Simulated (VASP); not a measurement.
A run of VASP 6.6.1 is set up as follows.

Contents of POSCAR:

```
Al2O3
1.0
    2.8843249483      0.0000000000      0.0000000000
   -1.4421624742      2.4978986780      0.0000000000
    0.0000000000      0.0000000000      9.6168570938
Al O
2 3
Direct
    0.0000000000      0.0000000000      0.1499923300
    0.0000000000      0.0000000000      0.8500076700
    0.3333333333      0.6666666667      0.2223169200
    0.6666666667      0.3333333333      0.0000000000
    0.3333333333      0.6666666667      0.7776830800
```

INCAR.step1

```
SYSTEM = Al2O3
ALGO = Normal
EDIFF = 1E-4
ENCUT = 520
GGA = PE
ISMEAR = 0
LASPH = .True.
LCHARG = .False.
LREAL = .False.
LWAVE = .True.
NBANDS = 20
NELM = 80
PREC = Accurate
SIGMA = 0.05
```

Contents of INCAR.step2:

```
SYSTEM = Al2O3
ALGO = Normal
EDIFF = 1E-6
ENCUT = 520
ISIF = 2
ISMEAR = 0
ISTART = 1
LASPH = .True.
LCHARG = .False.
LMIXTAU = .True.
LREAL = .False.
LWAVE = .False.
METAGGA = R2SCAN
NBANDS = 20
NELM = 80
PREC = Accurate
SIGMA = 0.05
```

File KPOINTS:

```
k-points
0
Gamma
  12 12 4
  0 0 0
```

Potentials or basis: VASP PAW PBE potentials, release 64 (Al, O).

Launch:

```sh
$ cat potpaw_PBE.64/Al/POTCAR potpaw_PBE.64/O/POTCAR > POTCAR
$ cp INCAR.step1 INCAR
$ mpirun -np 1 vasp_std > vasp.out
$ cp INCAR.step2 INCAR
$ mpirun -np 1 vasp_std > vasp.out
```

Problem. Estimate the largest force.

Solution. 0.848 eV/Å.

Problem. Predict the pressure.

Solution. -7.2 GPa.

Forces on the atoms (eV/Å):
```
Al   0.000  0.000 -0.146
Al   0.000  0.000  0.146
O    0.000  0.000 -0.848
O    0.000  0.000  0.000
O    0.000  0.000  0.848
```

Caveat: the cell differs from its parent crystal (strain +0.000 along x and y, +0.030 along z); the cell stands under tension; the PAW data sets were made with another functional, which shifts forces and pressure a little.
